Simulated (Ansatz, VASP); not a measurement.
**PbI2: VASP beside Ansatz**

Contents of INCAR:

```
PREC = Accurate ; ENCUT = 500
EDIFF = 1E-6 ; ISMEAR = 0
SIGMA = 0.01 ; LREAL = F
LASPH = T ; NELM = 120
ALGO = Normal ; ISIF = 2
LWAVE = F ; LCHARG = T
GGA = PS ; IVDW = 13
LELF = T ; LVHAR = T
NBANDS = 21 ; GGA_COMPAT = F
```

File KPOINTS:

```
regular mesh
0
Gamma
  6 6 4
```

File POSCAR:

```
PbI2
1.0
    4.5640816926      0.0000000000      0.0000000000
   -2.2820408463      3.9526106907      0.0000000000
    0.0000000000      0.0000000000      7.0475121411
Pb I
1 2
Direct
    0.0000000000      0.0000000000      0.0000000000
    0.3333333333      0.6666666667      0.2667068022
    0.6666666667      0.3333333333      0.7332931978
```

Input for Ansatz:

```yaml
crystal:
  lattice:
    - [4.5640816926, 0.0, 0.0]
    - [-2.2820408463, 3.9526106907, 0.0]
    - [0.0, 0.0, 7.0475121411]
  atoms:
    - { symbol: Pb, position: [0.0, 0.0, 0.0] }
    - { symbol: I, position: [0.3333333333, 0.6666666667, 0.2667068022] }
    - { symbol: I, position: [0.6666666667, 0.3333333333, 0.7332931978] }
kpoints:
  mp_grid: { grid: [6, 6, 4] }
hamiltonian:
  xc: pbesol
  dispersion: d4
scf:
  occupations: { method: fixed }
  n_extra_bands: 4
output:
  forces: true
  stress: true
  eigenvalues: true
```

Alike in both runs: task single point; functional PBEsol; dispersion D4; k mesh 6 × 6 × 4; no spin polarisation.

|  | VASP | Ansatz |
| --- | --- | --- |
| version | VASP 6.6.1 | Ansatz 0.2.0 |
| potentials or method | VASP PAW PBE potentials, release 64 (Pb_d, I) | plane waves |
| plane-wave cutoff (eV) | 500 | 420 |
| occupations | gaussian, width 0.01 eV | fixed |
| valence electrons in the cell | 28 | 48 |

|  | VASP | Ansatz | Ansatz less VASP |
| --- | --- | --- | --- |
| gap on the k mesh at the Fermi level (eV) | 2.13 | 2.13 | +0.002 |
| pressure (GPa) | -1.2 | -1.2 | 0.00 |
| rms of the force components (eV/Å) | 0.048 | 0.049 | +0.0009 |

VASP's potentials were made for PBE, not for PBEsol. Atom by atom the forces differ by 0.001 eV/Å (rms over components). VASP's potentials hold 28 valence electrons a cell and Ansatz's 48, so a difference there can come from the potentials and not from the codes.

Neither program's run includes spin-orbit coupling.
